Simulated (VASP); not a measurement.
## Si2GeN4: single point with PBE

The system is Si2GeN4.

```
CELL_PARAMETERS angstrom
7.77797 0.00000 -0.01853
0.00000 2.96033 0.00000
-3.90502 0.00000 6.70490
ATOMIC_POSITIONS crystal
Si 0.40687 0.25000 0.16998
Si 0.18000 0.75000 0.77258
Si 0.82000 0.25000 0.22742
Si 0.59313 0.75000 0.83002
Ge 0.23092 0.75000 0.40436
Ge 0.76908 0.25000 0.59564
N 0.66262 0.25000 0.32398
N 0.33738 0.75000 0.67602
N 0.30355 0.25000 0.32160
N 0.33240 0.75000 0.03080
N 0.95789 0.75000 0.29535
N 0.04211 0.25000 0.70465
N 0.69645 0.75000 0.67840
N 0.66760 0.25000 0.96920
```

```
Program             : VASP 6.6.1
Task                : single point
Functional          : PBE
Potentials or basis : VASP PAW PBE potentials, release 64 (Si, Ge_d, N)
Cutoff              : 520 eV
k mesh              : 4 × 8 × 4
Occupations         : fermi-dirac, width 0.02 eV
Spin                : no spin polarisation
```

```
Pressure               : 5.5 GPa
Largest force          : 0.136 eV/Å
Band gap on the k mesh : 3.77 eV (least direct gap 3.89 eV)
```

Forces on the atoms (eV/Å):
```
Si   0.019  0.000 -0.049
Si  -0.027  0.000 -0.033
Si   0.027  0.000  0.033
Si  -0.019  0.000  0.049
Ge   0.024  0.000 -0.002
Ge  -0.024  0.000  0.002
N    0.018  0.000 -0.059
N   -0.018  0.000  0.059
N    0.107  0.000 -0.083
N   -0.013  0.000 -0.018
N   -0.040  0.000 -0.007
N    0.040  0.000  0.007
N   -0.107  0.000  0.083
N    0.013  0.000  0.018
```

Stress tensor (GPa, compression positive):
```
 5.50  0.00 -0.01
 0.00  5.70  0.00
-0.01  0.00  5.38
```

Levels at points of the mesh, in eV from the valence-band top:
| k point | band 38 | band 39 | band 40 | band 41 | band 42 | band 43 | band 44 | band 45 | band 46 | band 47 |
| --- | --- | --- | --- | --- | --- | --- | --- | --- | --- | --- |
| (0.00, 0.00, 0.00) | -1.25 | -1.00 | -0.40 | -0.37 | -0.12 | 3.77 | 4.04 | 4.49 | 4.59 | 4.80 |
| (0.50, 0.00, 0.00) | -1.38 | -1.16 | -0.71 | -0.28 | -0.14 | 3.84 | 4.60 | 4.65 | 4.65 | 5.43 |
| (0.00, 0.50, 0.00) | -1.55 | -1.42 | -1.42 | -1.21 | -1.21 | 4.35 | 4.35 | 4.82 | 4.82 | 6.79 |
| (0.50, 0.50, 0.00) | -1.77 | -1.36 | -1.36 | -0.98 | -0.98 | 4.62 | 4.62 | 5.44 | 5.44 | 6.28 |
| (0.00, 0.00, 0.50) | -1.61 | -1.23 | -0.65 | -0.24 | -0.18 | 4.20 | 4.45 | 4.81 | 4.86 | 5.25 |
| (0.50, 0.00, 0.50) | -1.44 | -1.39 | -0.68 | -0.21 | -0.19 | 4.38 | 4.38 | 4.78 | 4.95 | 5.00 |
| (0.00, 0.50, 0.50) | -1.78 | -1.39 | -1.39 | -0.87 | -0.87 | 4.10 | 4.10 | 5.68 | 5.68 | 6.14 |
| (0.50, 0.50, 0.50) | -1.62 | -1.33 | -1.33 | -1.04 | -1.04 | 4.66 | 4.66 | 5.29 | 5.29 | 6.12 |

Run time: 13 min on 1 thread of Oxide Virtual Turin-like Processor, on a shared host, peak memory 0.44 GiB.

Caveat: the cell stands under pressure. A k mesh can miss the band edges.
